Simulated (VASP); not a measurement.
# Pd (Fm-3m) in VASP: notebook

Runs on Pd. Level: PBE. Tasks: single point.

All numbers are computed with VASP 6.6.1; they aren't measurements. Logs are shortened: lines on timing, memory, paths and dates and some standing lists are left out, and cuts for length are marked.

### Step 1. The cell of the first run

It takes space group Fm-3m (No. 225, cubic). The conventional cell has a = 3.942 Å, b = 3.942 Å, c = 3.942 Å, α = 90.00°, β = 90.00°, γ = 90.00°. Pd (site symmetry m-3m) has 12 Pd at 2.79 Å within 3.7 Å.

### Step 2. Single point, PBE

INCAR

```
PREC = Accurate
ENCUT = 520
EDIFF = 1E-6
ISMEAR = 0
SIGMA = 0.1
LREAL = F
LASPH = T
NELM = 100
ALGO = Normal
ISIF = 2
LWAVE = F
LCHARG = F
GGA = PE
NBANDS = 11
```

KPOINTS

```
regular mesh
0
Gamma
  18 18 18
```

POSCAR

```
Pd
1.0
    0.0000000000      1.9711248734      1.9711248734
    1.9711248734      0.0000000000      1.9711248734
    1.9711248734      1.9711248734      0.0000000000
Pd
1
Direct
    0.0000000000      0.0000000000      0.0000000000
```

Potentials or basis: VASP PAW PBE potentials, release 64 (Pd).

Command:

```console
$ cat potpaw_PBE.64/Pd/POTCAR > POTCAR
$ mpirun -np 1 vasp_std > vasp.out
```

OUTCAR:

```text
PREC = Accurate
   ENCUT = 520
   EDIFF = 1E-6
   ISMEAR = 0
   LREAL = F
   LASPH = T
   NELM = 100
   ISIF = 2
   GGA = PE

 ion  position               nearest neighbor table
   1  0.000  0.000  0.000-

  LATTYP: Found a face centered cubic cell.
 ALAT       =     3.9422497468

  Lattice vectors:

 A1 = (   0.0000000000,   1.9711248734,   1.9711248734)
 A2 = (   1.9711248734,   0.0000000000,   1.9711248734)
 A3 = (   1.9711248734,   1.9711248734,   0.0000000000)

Analysis of symmetry for initial positions (statically):
=====================================================================
 Subroutine PRICEL returns:
 Original cell was already a primitive cell.

 Routine SETGRP: Setting up the symmetry group for a
 face centered cubic supercell.

 Subroutine GETGRP returns: Found 48 space group operations
 (whereof 48 operations were pure point group operations)
 out of a pool of 48 trial point group operations.

The static configuration has the point symmetry O_h .

Analysis of symmetry for dynamics (positions and initial velocities):
=====================================================================
 Subroutine PRICEL returns:
 Original cell was already a primitive cell.

 Routine SETGRP: Setting up the symmetry group for a
 face centered cubic supercell.

 Subroutine GETGRP returns: Found 48 space group operations
 (whereof 48 operations were pure point group operations)
 out of a pool of 48 trial point group operations.

The dynamic configuration has the point symmetry O_h .

 Subroutine INISYM returns: Found 48 space group operations
 (whereof 48 operations are pure point group operations),
 and found     1 'primitive' translations

----------------------------------------------------------------------------------------

                                     Primitive cell

  volume of cell :      15.3170

  direct lattice vectors                    reciprocal lattice vectors
     0.000000000  1.971124873  1.971124873    -0.253662265  0.253662265  0.253662265
     1.971124873  0.000000000  1.971124873     0.253662265 -0.253662265  0.253662265
     1.971124873  1.971124873  0.000000000     0.253662265  0.253662265 -0.253662265

  length of vectors
     2.787591529  2.787591529  2.787591529     0.439355931  0.439355931  0.439355931

  position of ions in fractional coordinates (direct lattice)
     0.000000000  0.000000000  0.000000000

  ion indices of the primitive-cell ions
   primitive index   ion index
                 1           1

----------------------------------------------------------------------------------------

 KPOINTS: regular mesh

Automatic generation of k-mesh.
 Grid dimensions read from file:
 generate k-points for:   18   18   18

 Generating k-lattice:

  Cartesian coordinates                     Fractional coordinates (reciprocal lattice)
    -0.014092348  0.014092348  0.014092348     0.055555556  0.000000000  0.000000000
     0.014092348 -0.014092348  0.014092348     0.000000000  0.055555556  0.000000000
     0.014092348  0.014092348 -0.014092348     0.000000000  0.000000000  0.055555556

  Length of vectors
     0.024408663  0.024408663  0.024408663

  Shift w.r.t. Gamma in fractional coordinates (k-lattice)
     0.000000000  0.000000000  0.000000000

 Subroutine IBZKPT returns following result:
 ===========================================

 Found    195 irreducible k-points:

 Following reciprocal coordinates:
            Coordinates               Weight
  0.000000  0.000000  0.000000      1.000000
  0.055556  0.000000  0.000000      8.000000
  0.111111  0.000000  0.000000      8.000000
  0.166667  0.000000  0.000000      8.000000
  0.222222  0.000000  0.000000      8.000000
  0.277778  0.000000  0.000000      8.000000
[... 16 lines left out ...]
 -0.277778  0.055556  0.000000     24.000000
 -0.222222  0.055556  0.000000     24.000000
 [... further k-points ...]
   k-points           NKPTS =    195   k-points in BZ     NKDIM =    195   number of bands    NBANDS=     11
   number of dos      NEDOS =    301   number of ions     NIONS =      1
   total plane-waves  NPLWV =  13824
   dimension x,y,z NGX =    24 NGY =   24 NGZ =   24
   dimension x,y,z NGXF=    48 NGYF=   48 NGZF=   48
   ions per type =               1
   NGX,Y,Z   is equivalent  to a cutoff of  14.31, 14.31, 14.31 a.u.
   NGXF,Y,Z  is equivalent  to a cutoff of  28.63, 28.63, 28.63 a.u.
 SYSTEM =  unknown system
   PREC   = accura    normal or accurate (medium, high low for compatibility)
   ISTART =      0    job   : 0-new  1-cont  2-samecut
   ICHARG =      2    charge: 1-file 2-atom 10-const
   ISPIN  =      1    spin polarized calculation?
   LNONCOLLINEAR =      F non collinear calculations
   LSORBIT =      F    spin-orbit coupling
   LASPH  =      T    aspherical Exc in radial PAW
   ENCUT  =  520.0 eV  38.22 Ry    6.18 a.u.   5.18  5.18  5.18*2*pi/ulx,y,z
   NELM   =    100;   NELMIN=  2; NELMDL= -5     # of ELM steps
   EDIFF  = 0.1E-05   stopping-criterion for ELM
   LREAL  =      F    real-space projection
   EDIFFG = 0.1E-04   stopping-criterion for IOM
   NSW    =      0    number of steps for IOM
   IBRION =     -1    ionic relax: 0-MD 1-quasi-New 2-CG
   NFREE  =      0    steps in history (QN), initial steepest desc. (CG)
   ISIF   =      2    stress and relaxation
   ISYM   =      2    0-nonsym 1-usesym 2-fastsym
   POTIM  = 0.5000    time-step for ionic-motion
   TEBEG  =    0.0;   TEEND  =   0.0 temperature during run
   PSTRESS=    0.0 pullay stress
   NELECT =      10.0000    total number of electrons
   NUPDOWN=      -1.0000    fix difference up-down
   EMIN   =  10.00;   EMAX   =-10.00  energy-range for DOS
   EFERMI =   0.00;   METHOD = LEGACY
   ISMEAR =     0;   SIGMA  =   0.10  broadening in eV -4-tet -1-fermi 0-gaus
   EFERMI_NEDOS =   21; number of points for ismear=-14 and -15
   IALGO  =     38    algorithm
   IMIX   =      4    mixing-type and parameters
     AMIX     =   0.40;   BMIX     =  1.00
     AMIX_MAG =   1.60;   BMIX_MAG =  1.00
  volume/ion in A,a.u.               =      15.32       103.36
  Fermi-wavevector in a.u.,A,eV,Ry     =   1.420204  2.683796 27.442666  2.016979
  Thomas-Fermi vector in A             =   2.541144
   LORBIT       =      0    0 simple, 1 ext, 2 COOP (PROOUT), +10 PAW based schemes
   GGA     = PE    functional components
   LHFCALC =     F    Hartree Fock is set to
   AEXX    =    0.0000 exact exchange contribution
   IVDW    =     0    specifies the selected vdW correction
   LEPSILON=     F    determine dielectric tensor
   LRPA    =     F    only Hartree local field effects (RPA)
 non-spin polarized calculation
 Gauss-broadening in eV      SIGMA  =   0.10
  energy-cutoff  :      520.00
  volume of cell :       15.32
 maximum number of plane-waves:       424
 NGX is ok and might be reduce to    24
   NGX = 11   NGY = 11   NGZ = 11

 number of electron      10.0000000 magnetization

 Free energy of the ion-electron system (eV)
  ---------------------------------------------------
  ext. energy  EPLUGINS =         0.00000000
  ---------------------------------------------------
  free energy    TOTEN  =        -5.22597387 eV

  energy without entropy =       -5.21374307  energy(sigma->0) =       -5.21985847

 E-fermi :   9.1533     XC(G=0): -12.9507

 val. band max:        9.1519086394   @ k =  -0.4444   0.3889   0.1111
 cond. band min:       9.1592760995   @ k =  -0.3889   0.3889   0.0556
 fundamental gap:      0.0073674601
 Fermi energy:         9.1532855693

 k-point     1 :       0.0000    0.0000    0.0000
  band No.  band energies     occupation
      1       2.3080      2.00000
      2       6.4859      2.00000
      3       6.4859      2.00000
      4       6.4859      2.00000
      5       7.9999      2.00000
      6       7.9999      2.00000
      7      26.3266      0.00000
      8      30.8898      0.00000
      9      30.8898      0.00000
     10      30.8898      0.00000
     11      35.4771      0.00000

 k-point     2 :       0.0556    0.0000    0.0000
  band No.  band energies     occupation
      1       2.4168      2.00000
      2       6.4484      2.00000
      3       6.5230      2.00000
      4       6.5230      2.00000
      5       7.9823      2.00000
      6       7.9823      2.00000
      7      26.4340      0.00000
      8      30.1287      0.00000
      9      31.0070      0.00000
     10      31.0070      0.00000
     11      35.5903      0.00000

 k-point     3 :       0.1111    0.0000    0.0000
  band No.  band energies     occupation
      1       2.7316      2.00000
      2       6.3549      2.00000
      3       6.6198      2.00000
      4       6.6198      2.00000
      5       7.9457      2.00000
      6       7.9457      2.00000
      7      26.6507      0.00000
      8      28.6068      0.00000
      9      31.3373      0.00000
     10      31.3373      0.00000
     11      36.0946      0.00000

 k-point     4 :       0.1667    0.0000    0.0000
  band No.  band energies     occupation
      1       3.2085      2.00000
      2       6.2678      2.00000
      3       6.7283      2.00000
      4       6.7283      2.00000
      5       7.9415      2.00000
      6       7.9415      2.00000
      7      26.1536      0.00000
      8      27.5611      0.00000
      9      31.8064      0.00000
     10      31.8064      0.00000
     11      34.9954      0.00000

 k-point     5 :       0.2222    0.0000    0.0000
  band No.  band energies     occupation
      1       3.7366      2.00000
      2       6.3183      2.00000
      3       6.7753      2.00000
      4       6.7753      2.00000
      5       8.0430      2.00000
      6       8.0430      2.00000
      7      24.3730      0.00000
      8      27.4271      0.00000
      9      32.2311      0.00000
     10      32.2311      0.00000
     11      34.5154      0.00000
[... 211 lines left out ...]
 k-point    21 :      -0.3889    0.0556    0.0000
  band No.  band energies     occupation
      1       4.2760      2.00000
      2       6.4706      2.00000
      3       6.5579      2.00000
      4       8.2957      2.00000
      5       8.8089      2.00000
      6       9.8606      0.00000
      7      17.8517      0.00000
      8      25.9976      0.00000
      9      29.4001      0.00000
     10      30.7538      0.00000
     11      35.5301      0.00000

 k-point    22 :      -0.3333    0.0556    0.0000
  band No.  band energies     occupation
      1       4.3185      2.00000
      2       6.5683      2.00000
      3       6.6461      2.00000
      4       7.5852      2.00000
      5       8.4961      2.00000
      6       9.1969      0.53734
      7      19.6968      0.00000
      8      26.3928      0.00000
      9      29.8415      0.00000
     10      31.8884      0.00000
     11      34.8607      0.00000

 k-point    23 :      -0.2778    0.0556    0.0000
  band No.  band energies     occupation
      1       4.2672      2.00000
      2       6.6271      2.00000
      3       6.7514      2.00000
      4       6.8468      2.00000
      5       8.1626      2.00000
      6       8.7338      2.00000
      7      21.7241      0.00000
      8      26.8701      0.00000
      9      30.4423      0.00000
     10      33.2771      0.00000
     11      33.9491      0.00000

 k-point    24 :      -0.2222    0.0556    0.0000
  band No.  band energies     occupation
      1       3.9793      2.00000
      2       6.2809      2.00000
      3       6.7942      2.00000
      4       6.8254      2.00000
      5       7.8918      2.00000
      6       8.3855      2.00000
      7      23.7737      0.00000
      8      27.2636      0.00000
      9      30.9155      0.00000
     10      33.3837      0.00000
     11      33.6927      0.00000

 [... further k-points ...]

------------------------ aborting loop because EDIFF is reached ----------------------------------------

  FORCE on cell =-STRESS in cart. coord.  units (eV):
  Direction    XX          YY          ZZ          XY          YZ          ZX
  --------------------------------------------------------------------------------------
  -------------------------------------------------------------------------------------
  Total       -0.0288602     -0.0288602     -0.0288602      0.0000000      0.0000000      0.0000000
  in kB       -3.0188258     -3.0188258     -3.0188258      0.0000000      0.0000000      0.0000000
  external PRESSURE =      -3.0188258 kB  Pullay stress =       0.0000000 kB

 VOLUME and BASIS-vectors are now :
 -----------------------------------------------------------------------------
  energy-cutoff  :      520.00
  volume of cell :       15.32
      direct lattice vectors                 reciprocal lattice vectors
     0.000000000  1.971124873  1.971124873    -0.253662265  0.253662265  0.253662265
     1.971124873  0.000000000  1.971124873     0.253662265 -0.253662265  0.253662265
     1.971124873  1.971124873  0.000000000     0.253662265  0.253662265 -0.253662265

 POSITION                                       TOTAL-FORCE (eV/Angst)
 -----------------------------------------------------------------------------------
      0.00000      0.00000      0.00000        -0.000000      0.000000     -0.000000
 -----------------------------------------------------------------------------------
    total drift:                               -0.000000      0.000000     -0.000000

  FREE ENERGIE OF THE ION-ELECTRON SYSTEM (eV)
  ---------------------------------------------------
  free  energy   TOTEN  =        -5.2259738674 eV

  energy  without entropy=       -5.2137430687  energy(sigma->0) =       -5.21985847
```

It took 9 s on 1 thread of Intel Xeon 6975P-C (Granite Rapids), shared host; peak memory 0.16 GiB.

Results:

```
Free energy            : -5.2260 eV
Pressure               : -0.3 GPa
Band gap on the k mesh : zero (band 5 reaches 9.43 eV, above the bottom of band 6 at 7.94 eV)
```

### Step 3. Single point, PBE

This run uses another cell than the first one, of 15.03 Å³/atom, 0.981 times its volume.

INCAR

```
ALGO = Normal
EDIFF = 1E-7
ENCUT = 520
GGA = PE
ISIF = 2
ISMEAR = 0
LASPH = True
LCHARG = True
LELF = True
LREAL = False
LVHAR = True
LWAVE = False
NBANDS = 11
NELM = 100
PREC = Accurate
SIGMA = 0.1
```

KPOINTS

```
k-points
0
Gamma
  8 8 8
```

POSCAR

```
Pd
1.0
    0.0000000000      1.9586507900      1.9586507900
    1.9586507900      0.0000000000      1.9586507900
    1.9586507900      1.9586507900      0.0000000000
Pd
1
Direct
    0.0000000000      0.0000000000      0.0000000000
```

Potentials or basis: VASP PAW PBE potentials, release 64 (Pd).

Command:

```console
$ cat potpaw_PBE.64/Pd/POTCAR > POTCAR
$ mpirun -np 1 vasp_std > vasp.out
```

It took 6 s on 1 thread of Intel Xeon Platinum 8488C (Sapphire Rapids), shared host; peak memory 0.11 GiB.

It converged, with:

```
Free energy            : -5.1999 eV
Pressure               : 3.9 GPa
Band gap on the k mesh : zero (band 5 reaches 9.80 eV, above the bottom of band 6 at 8.25 eV)
```

Levels at points of the mesh, in eV from the Fermi level:
```csv
k point,band 2,band 3,band 4,band 5,band 6,band 7,band 8,band 9
"(0.00, 0.00, 0.00)",-2.82,-2.82,-2.82,-1.26,-1.26,17.08,21.75,21.75
"(0.50, 0.00, 0.00)",-2.87,-2.87,-0.09,-0.09,0.95,7.10,16.43,20.83
"(0.50, 0.50, 0.00)",-5.03,-0.12,0.22,0.22,3.25,10.49,13.01,13.01
```
